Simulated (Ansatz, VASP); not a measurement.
## InAs in VASP and in Ansatz

File INCAR:

```
ALGO = Normal ; EDIFF = 1E-6
ENCUT = 500 ; GGA = CA
GGA_COMPAT = False ; ISIF = 2
ISMEAR = 0 ; LASPH = True
LCHARG = False ; LREAL = False
LWAVE = False ; NBANDS = 16
NELM = 120 ; PREC = Accurate
SIGMA = 0.15
```

The input KPOINTS:

```
k-points
0
Gamma
  14 14 14
```

Contents of POSCAR:

```
InAs
1.0
    0.0000000000      2.8010896874      2.8010896874
    2.8010896874      0.0000000000      2.8010896874
    2.8010896874      2.8010896874      0.0000000000
In As
1 1
Direct
    0.4888182119      0.5111817881      0.5111817881
    0.0171361882     -0.0171361882     -0.0171361882
```

Input for Ansatz:

```yaml
crystal:
  lattice:
    - [0.0, 2.8010896874, 2.8010896874]
    - [2.8010896874, 0.0, 2.8010896874]
    - [2.8010896874, 2.8010896874, 0.0]
  atoms:
    - { symbol: In, position: [0.4888182119, 0.5111817881, 0.5111817881] }
    - { symbol: As, position: [0.0171361882, -0.0171361882, -0.0171361882] }
basis:
  ecutwfc: 420
kpoints:
  mp_grid: { grid: [14, 14, 14] }
hamiltonian:
  xc: lda
  pseudopotentials: { kind: paw, azcp: { folder: soft_1 } }
scf:
  occupations: { method: gaussian, width: 0.15 }
output:
  forces: true
  stress: true
  eigenvalues: true
```

Change from the starting cell: mode 4 frozen in at -0.096 Å and mode 5 at +0.000 Å (largest displacements).

Alike in both runs: task single point; functional LDA; k mesh 14 × 14 × 14; occupations gaussian, width 0.15 eV; no spin polarisation.

|  | VASP | Ansatz |
| --- | --- | --- |
| version | VASP 6.6.1 | Ansatz 0.2.0 |
| potentials or method | VASP PAW LDA potentials, release 64 (In_d, As), cutoff 500 eV | scalar-relativistic, plane waves, PAW |
| valence electrons in the cell | 18 | 28 |

|  | VASP | Ansatz | Ansatz less VASP |
| --- | --- | --- | --- |
| gap on the k mesh at the Fermi level (eV) | none | none | - |
| pressure (GPa) | 0.9 | 0.6 | -0.32 |
| traceless stress, the component that is largest in VASP (GPa) | 2.13 | 2.11 | -0.019 |
| rms of the force components (eV/Å) | 0.287 | 0.281 | -0.0060 |

Ansatz warns that its potentials were made for another functional, while VASP's fit it. LDA's correlation is that of Perdew and Zunger in VASP and of Perdew and Wang (1992) in Ansatz. Atom by atom the forces differ by 0.006 eV/Å (rms over components). A gap of «none» marks a metal or a gap that the smearing closes. VASP's potentials hold 18 valence electrons a cell and Ansatz's 28, so a difference there can come from the potentials and not from the codes.
